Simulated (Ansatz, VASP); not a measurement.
## Two plane-wave programs on TiO2

```
Ti O
1.0
     5.03997    0.00000    0.00000
     0.00000    8.99750    0.00000
     0.00000    0.00000    5.33581
Ti O
8 16
Direct
  0.13629 0.12946 0.90170
  0.63629 0.37054 0.09830
  0.86371 0.62946 0.59830
  0.36371 0.87054 0.40170
  0.86371 0.87054 0.09830
  0.36371 0.62946 0.90170
  0.13629 0.37054 0.40170
  0.63629 0.12946 0.59830
  0.45930 0.23382 0.88485
  0.95930 0.26618 0.11515
  0.54070 0.73382 0.61515
  0.04070 0.76618 0.38485
  0.54070 0.76618 0.11515
  0.04070 0.73382 0.88485
  0.45930 0.26618 0.38485
  0.95930 0.23382 0.61515
  0.80992 0.00791 0.84867
  0.30992 0.49209 0.15133
  0.19008 0.50791 0.65133
  0.69008 0.99209 0.34867
  0.19008 0.99209 0.15133
  0.69008 0.50791 0.84867
  0.80992 0.49209 0.34867
  0.30992 0.00791 0.65133
```

Change from the starting cell: volume scaled by 0.94, ions relaxed.

Alike in both runs: functional PBE; k mesh 5 × 3 × 5; occupations fermi-dirac, width 0.02 eV; no spin polarisation.

Ansatz relaxed the structure, and its values are those at the end. VASP's run is a single point on that final structure, the one shown.

|  | VASP | Ansatz |
| --- | --- | --- |
| version | VASP 6.6.1 | Ansatz 0.2.0 |
| potentials or method | VASP PAW PBE potentials, release 64 (Ti_sv, O) | plane-wave PAW, scalar-relativistic |
| plane-wave cutoff (eV) | 520 | 420 |
| valence electrons in the cell | 192 | 192 |

Ansatz gave:

| Item | Value |
| --- | --- |
| gap on the k mesh at the Fermi level (eV) | 2.35 |
| pressure (GPa) | 19.7 |
| rms of the force components (eV/Å) | 0.010 |

Estimate VASP's values.

gap on the k mesh at the Fermi level (eV): 2.32; pressure (GPa): 20.5; rms of the force components (eV/Å): 0.015.

The functional is the same, so the differences come from potentials, cutoffs and numerics. Ansatz's warnings: stress scf threshold loose.
